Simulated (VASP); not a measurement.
Write the native input for VASP 6.6.1 that does the following.

```
Task                   : single point
Functional             : r2SCAN
Potentials or basis    : VASP PAW PBE potentials, release 64 (Na_pv, F)
Cutoff                 : 520 eV
k mesh                 : 12 × 12 × 6
Occupations            : gaussian, width 0.01 eV
Spin                   : no spin polarisation
Dipole correction      : no
Further INCAR settings : ALGO = Normal; EDIFF = 1e-06; NBANDS = 22
```

NaF:

```
CELL_PARAMETERS angstrom
3.29195 0.00000 0.00000
-1.64597 2.85091 0.00000
0.00000 0.00000 5.50390
ATOMIC_POSITIONS crystal
Na 0.00000 0.00000 0.00000
Na 0.00000 0.00000 0.50000
F 0.33333 0.66667 0.25000
F 0.66667 0.33333 0.75000
```

This cell differs from its parent crystal: epitaxial xy strain +3.6%.

The input as run:

POSCAR

```
NaF
1.0
    3.2919462618      0.0000000000      0.0000000000
   -1.6459731309      2.8509090906      0.0000000000
    0.0000000000      0.0000000000      5.5039038203
Na F
2 2
Direct
    0.0000000000      0.0000000000      0.0000000000
    0.0000000000      0.0000000000      0.5000000000
    0.3333333333      0.6666666667      0.2500000000
    0.6666666667      0.3333333333      0.7500000000
```

INCAR.step1

```
PREC = Accurate ; ENCUT = 520
ISMEAR = 0 ; SIGMA = 0.01
LREAL = F ; LASPH = T
NELM = 60 ; NBANDS = 22
GGA = PE ; ALGO = Normal
EDIFF = 1E-4 ; LWAVE = T
LCHARG = F
```

INCAR.step2

```
PREC = Accurate ; ENCUT = 520
EDIFF = 1E-6 ; ISMEAR = 0
SIGMA = 0.01 ; LREAL = F
LASPH = T ; NELM = 60
ALGO = Normal ; ISIF = 2
LWAVE = F ; LCHARG = T
METAGGA = R2SCAN ; LMIXTAU = T
LELF = T ; LVHAR = T
NBANDS = 22 ; ISTART = 1
```

KPOINTS

```
Automatic mesh
0
Gamma
  12 12 6
```

Potentials or basis: VASP PAW PBE potentials, release 64 (Na_pv, F).

The run is started by

```bash
$ cat potpaw_PBE.64/Na_pv/POTCAR potpaw_PBE.64/F/POTCAR > POTCAR
$ cp INCAR.step1 INCAR
$ mpirun -np 1 vasp_std > vasp.out
$ cp INCAR.step2 INCAR
$ mpirun -np 1 vasp_std > vasp.out
```

It gave:

```yaml
Pressure: -3.2 GPa
Band_gap_on_the_k_mesh: 6.97 eV, direct
```

Caveat: the cell differs from its parent crystal (epitaxial xy strain +3.6%); the PAW data sets were made with another functional, which shifts forces and pressure a little.

Run time: 110 s on 1 thread of AMD EPYC 9R45 (Zen 5), with other jobs on the host, peak memory 0.17 GiB.
